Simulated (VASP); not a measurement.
# Ga4AsP3 (P-43m) in VASP: a series of runs, part 2 of 2

VASP 6.6.1.

## Step 3: Single point, PBE

File INCAR:

```
ALGO     = Normal         # electronic algorithm
EDIFF    = 1E-6           # SCF threshold, eV
ENCUT    = 520            # plane-wave cutoff, eV
GGA      = PE             # functional
ISIF     = 2              # what is computed and relaxed
ISMEAR   = 0              # smearing method
LASPH    = True           # aspherical terms in the spheres
LCHARG   = False          # write CHGCAR
LREAL    = False          # projectors in reciprocal space
LWAVE    = False          # write WAVECAR
NBANDS   = 46             # bands
NELM     = 100            # most SCF steps
PREC     = Accurate       # precision mode
SIGMA    = 0.01           # smearing width, eV
```

File KPOINTS:

```
k-points
0
Gamma
  6 6 6
```

File POSCAR:

```
Ga4AsP3
1.0
    5.5641846074      0.0000000000      0.0000000000
    0.0000000000      5.5641846074      0.0000000000
    0.0000000000      0.0000000000      5.5641846074
Ga P As
4 3 1
Direct
    0.7544205770      0.7544205770      0.2455794230
    0.7544205770      0.2455794230      0.7544205770
    0.2455794230      0.7544205770      0.7544205770
    0.2455794230      0.2455794230      0.2455794230
    0.5000000000      0.0000000000      0.0000000000
    0.0000000000      0.5000000000      0.0000000000
    0.0000000000      0.0000000000      0.5000000000
    0.5000000000      0.5000000000      0.5000000000
```

Potentials or basis: VASP PAW PBE potentials, release 64 (Ga_d, P, As).

Command:

```bash
> cat potpaw_PBE.64/Ga_d/POTCAR potpaw_PBE.64/P/POTCAR potpaw_PBE.64/As/POTCAR > POTCAR
> mpirun -np 1 vasp_std > vasp.out
```

Run time: 4.4 min. Hardware: 1 thread of Intel Xeon 8259CL, shared host; peak memory 0.33 GiB.

The run converged. Its results:

```
Free energy            : -35.6012 eV
Pressure               : 0.0 GPa
Largest force          : 0.015 eV/Å
Band gap on the k mesh : 1.16 eV
```

Forces on the atoms (eV/Å):
```
Ga   0.009  0.009 -0.009
Ga   0.009 -0.009  0.009
Ga  -0.009  0.009  0.009
Ga  -0.009 -0.009 -0.009
P    0.000  0.000  0.000
P    0.000  0.000  0.000
P    0.000  0.000  0.000
As   0.000  0.000  0.000
```

Levels at points of the mesh, in eV from the valence-band top:
| k point | band 33 | band 34 | band 35 | band 36 | band 37 | band 38 | band 39 | band 40 |
| --- | --- | --- | --- | --- | --- | --- | --- | --- |
| (0.00, 0.00, 0.00) | -2.53 | 0.00 | 0.00 | 0.00 | 1.16 | 1.44 | 1.78 | 1.78 |
| (0.50, 0.00, 0.00) | -1.75 | -1.75 | -1.48 | -1.48 | 2.03 | 2.24 | 3.42 | 3.55 |
| (0.50, 0.50, 0.00) | -1.38 | -1.24 | -1.02 | -1.02 | 2.85 | 2.85 | 3.01 | 3.19 |
| (0.50, 0.50, 0.50) | -1.18 | -0.86 | -0.86 | -0.86 | 1.36 | 1.38 | 1.38 | 1.38 |

## Step 4: Single point, r2SCAN

File POSCAR:

```
Ga4AsP3
1.0
    5.5637786000      0.0000000000      0.0000000000
    0.0000000000      5.5637786000      0.0000000000
    0.0000000000      0.0000000000      5.5637786000
Ga P As
4 3 1
Direct
    0.7545030000      0.7545030000      0.2454970000
    0.7545030000      0.2454970000      0.7545030000
    0.2454970000      0.7545030000      0.7545030000
    0.2454970000      0.2454970000      0.2454970000
    0.5000000000      0.0000000000      0.0000000000
    0.0000000000      0.5000000000      0.0000000000
    0.0000000000      0.0000000000      0.5000000000
    0.5000000000      0.5000000000      0.5000000000
```

File INCAR.step1:

```
ALGO = Normal ; EDIFF = 1E-4
ENCUT = 520 ; GGA = PE
ISMEAR = 0 ; LASPH = T
LCHARG = F ; LREAL = F
LWAVE = T ; NBANDS = 46
NELM = 80 ; PREC = Accurate
SIGMA = 0.02
```

File INCAR.step2:

```
ALGO = Normal ; EDIFF = 1E-7
ENCUT = 520 ; ISIF = 2
ISMEAR = 0 ; ISTART = 1
LASPH = T ; LCHARG = F
LMIXTAU = T ; LREAL = F
LWAVE = F ; METAGGA = R2SCAN
NBANDS = 46 ; NELM = 80
PREC = Accurate ; SIGMA = 0.02
```

KPOINTS is that of step 3.

Potentials or basis: VASP PAW PBE potentials, release 64 (Ga_d, P, As).

Command:

```bash
> cat potpaw_PBE.64/Ga_d/POTCAR potpaw_PBE.64/P/POTCAR potpaw_PBE.64/As/POTCAR > POTCAR
> cp INCAR.step1 INCAR
> mpirun -np 1 vasp_std > vasp.out
> cp INCAR.step2 INCAR
> mpirun -np 1 vasp_std > vasp.out
```

OUTCAR:

```text
EDIFF = 1E-7
   ENCUT = 520
   ISIF = 2
   ISMEAR = 0
   ISTART = 1
   LASPH = T
   LREAL = F
   METAGGA = R2SCAN
   NELM = 80
   PREC = Accurate

 ion  position               nearest neighbor table
   1  0.755  0.755  0.245-   5 2.40   6 2.40   7 2.40   8 2.45
   2  0.755  0.245  0.755-   5 2.40   6 2.40   7 2.40   8 2.45
   3  0.245  0.755  0.755-   5 2.40   6 2.40   7 2.40   8 2.45
   4  0.245  0.245  0.245-   5 2.40   6 2.40   7 2.40   8 2.45
   5  0.500  0.000  0.000-   1 2.40   2 2.40   3 2.40   4 2.40
   6  0.000  0.500  0.000-   1 2.40   2 2.40   3 2.40   4 2.40
   7  0.000  0.000  0.500-   1 2.40   2 2.40   3 2.40   4 2.40
[... 1186 lines left out ...]
  Total       -2.7001800     -2.7001800     -2.7001800      0.0000000      0.0000000      0.0000000
  in kB      -25.1185042    -25.1185042    -25.1185042      0.0000000      0.0000000      0.0000000
  external PRESSURE =     -25.1185042 kB  Pullay stress =       0.0000000 kB

 VOLUME and BASIS-vectors are now :
 -----------------------------------------------------------------------------
  energy-cutoff  :      520.00
  volume of cell :      172.23
      direct lattice vectors                 reciprocal lattice vectors
     5.563778600  0.000000000  0.000000000     0.179733967  0.000000000  0.000000000
     0.000000000  5.563778600  0.000000000     0.000000000  0.179733967  0.000000000
     0.000000000  0.000000000  5.563778600     0.000000000  0.000000000  0.179733967

 POSITION                                       TOTAL-FORCE (eV/Angst)
 -----------------------------------------------------------------------------------
      4.19789      4.19789      1.36589        -0.034141     -0.034141      0.034141
      4.19789      1.36589      4.19789        -0.034141      0.034141     -0.034141
      1.36589      4.19789      4.19789         0.034141     -0.034141     -0.034141
      1.36589      1.36589      1.36589         0.034141      0.034141      0.034141
      2.78189      0.00000      0.00000        -0.000000     -0.000000      0.000000
      0.00000      2.78189      0.00000        -0.000000      0.000000      0.000000
      0.00000      0.00000      2.78189        -0.000000      0.000000     -0.000000
      2.78189      2.78189      2.78189        -0.000000      0.000000     -0.000000
 -----------------------------------------------------------------------------------
    total drift:                                0.000001      0.000001     -0.000000

  FREE ENERGIE OF THE ION-ELECTRON SYSTEM (eV)
  ---------------------------------------------------
  free  energy   TOTEN  =       -91.3533955252 eV

  energy  without entropy=      -91.3533955252  energy(sigma->0) =      -91.35339553
```

OUTCAR.step1:

```text
EDIFF = 1E-4
   ENCUT = 520
   GGA = PE
   ISMEAR = 0
[... 1218 lines left out ...]
      2.78189      0.00000      0.00000         0.000000      0.000000      0.000000
      0.00000      2.78189      0.00000         0.000000     -0.000000      0.000000
      0.00000      0.00000      2.78189        -0.000000     -0.000000     -0.000000
      2.78189      2.78189      2.78189         0.000000      0.000000     -0.000000
 -----------------------------------------------------------------------------------
    total drift:                               -0.000000     -0.000000      0.000000

  FREE ENERGIE OF THE ION-ELECTRON SYSTEM (eV)
  ---------------------------------------------------
  free  energy   TOTEN  =       -35.6011895500 eV

  energy  without entropy=      -35.6011895500  energy(sigma->0) =      -35.60118955
```

Run time: 21 min. Hardware: 1 thread of Intel Xeon 8259CL, shared host; peak memory 0.37 GiB.

Results:

* Free energy: -91.3534 eV
* Pressure: -2.5 GPa
* Largest force: 0.059 eV/Å
* Band gap on the k mesh: 1.56 eV

Forces in eV/Å, atoms in the order of the input:
```
Ga  -0.034 -0.034  0.034
Ga  -0.034  0.034 -0.034
Ga   0.034 -0.034 -0.034
Ga   0.034  0.034  0.034
P    0.000  0.000  0.000
P    0.000  0.000  0.000
P    0.000  0.000  0.000
As   0.000  0.000  0.000
```

Caveat: the PAW data sets were made with another functional, which shifts forces and pressure a little.

## Step 5: Single point, r2SCAN

POSCAR is that of step 4.

File INCAR.step1:

```
SYSTEM = Ga4AsP3
ALGO = Normal
EDIFF = 1E-4
ENCUT = 520
GGA = PE
ISMEAR = 0
LASPH = .True.
LCHARG = .False.
LREAL = .False.
LWAVE = .True.
NBANDS = 46
NELM = 100
PREC = Accurate
SIGMA = 0.02
```

File INCAR.step2:

```
SYSTEM = Ga4AsP3
ALGO = Normal
EDIFF = 1E-6
ENCUT = 520
ISIF = 2
ISMEAR = 0
ISTART = 1
LASPH = .True.
LCHARG = .True.
LELF = .True.
LMIXTAU = .True.
LREAL = .False.
LVHAR = .True.
LWAVE = .False.
METAGGA = R2SCAN
NBANDS = 46
NELM = 100
PREC = Accurate
SIGMA = 0.02
```

File KPOINTS:

```
k-points
0
Gamma
  6 6 6
  0 0 0
```

Command:

```bash
> cat potpaw_PBE.64/Ga_d/POTCAR potpaw_PBE.64/P/POTCAR potpaw_PBE.64/As/POTCAR > POTCAR
> cp INCAR.step1 INCAR
> mpirun -np 1 vasp_std > vasp.out
> cp INCAR.step2 INCAR
> mpirun -np 1 vasp_std > vasp.out
```

Run time: 15 min. Hardware: 1 thread of Intel Xeon 8259CL, shared host; peak memory 0.37 GiB.

The run converged. Its results:

```yaml
Free_energy: -91.3534 eV
Pressure: -2.5 GPa
Largest_force: 0.059 eV/Å
Band_gap_on_the_k_mesh: 1.56 eV
```

Forces in eV/Å, atoms in the order of the input:
```
Ga  -0.034 -0.034  0.034
Ga  -0.034  0.034 -0.034
Ga   0.034 -0.034 -0.034
Ga   0.034  0.034  0.034
P    0.000  0.000  0.000
P    0.000  0.000  0.000
P    0.000  0.000  0.000
As   0.000  0.000  0.000
```

Levels at points of the mesh, in eV from the valence-band top:
| k point | band 32 | band 33 | band 34 | band 35 | band 36 | band 37 | band 38 | band 39 | band 40 | band 41 |
| --- | --- | --- | --- | --- | --- | --- | --- | --- | --- | --- |
| (0.00, 0.00, 0.00) | -2.64 | -2.64 | 0.00 | 0.00 | 0.00 | 1.56 | 1.78 | 2.06 | 2.06 | 2.06 |
| (0.50, 0.00, 0.00) | -3.28 | -1.82 | -1.82 | -1.54 | -1.54 | 2.31 | 2.52 | 3.79 | 3.95 | 5.04 |
| (0.50, 0.50, 0.00) | -3.24 | -1.44 | -1.29 | -1.07 | -1.07 | 3.20 | 3.20 | 3.38 | 3.54 | 5.85 |
| (0.50, 0.50, 0.50) | -1.23 | -1.23 | -0.90 | -0.90 | -0.90 | 1.72 | 1.74 | 1.74 | 1.74 | 4.88 |

Caveat: the PAW data sets were made with another functional, which shifts forces and pressure a little. A k mesh can miss the band edges.

## Step 6: Overview

| level | cell | smearing | gap on the mesh (eV) | pressure (GPa) | largest force (eV/Å) |
| --- | --- | --- | --- | --- | --- |
| PBE | a = 5.564 Å, 8 atoms, atomic positions A | gaussian 0.02 eV | 1.16 | 0.1 | - |
| PBE | a = 5.564 Å, 8 atoms, atomic positions B | gaussian 0.01 eV | 1.16 | 0.0 | 0.01 |
| r2SCAN | a = 5.564 Å, 8 atoms, atomic positions A | gaussian 0.02 eV | 1.56 | -2.5 | 0.06 |

Alike in all rows: task single point; potentials or basis VASP PAW PBE potentials, release 64 (Ga_d, P, As); no spin polarisation; k mesh 6 × 6 × 6; cutoff (eV) 520.

The pressure there spans -2.5 GPa (r2SCAN) to 0.1 GPa (PBE); a positive pressure means that this level wants a larger cell, a negative one a smaller.

Caveats: the PAW data sets were made with another functional, which shifts forces and pressure a little (at least some runs).

Absolute energies hang on the potentials; compare differences alone.
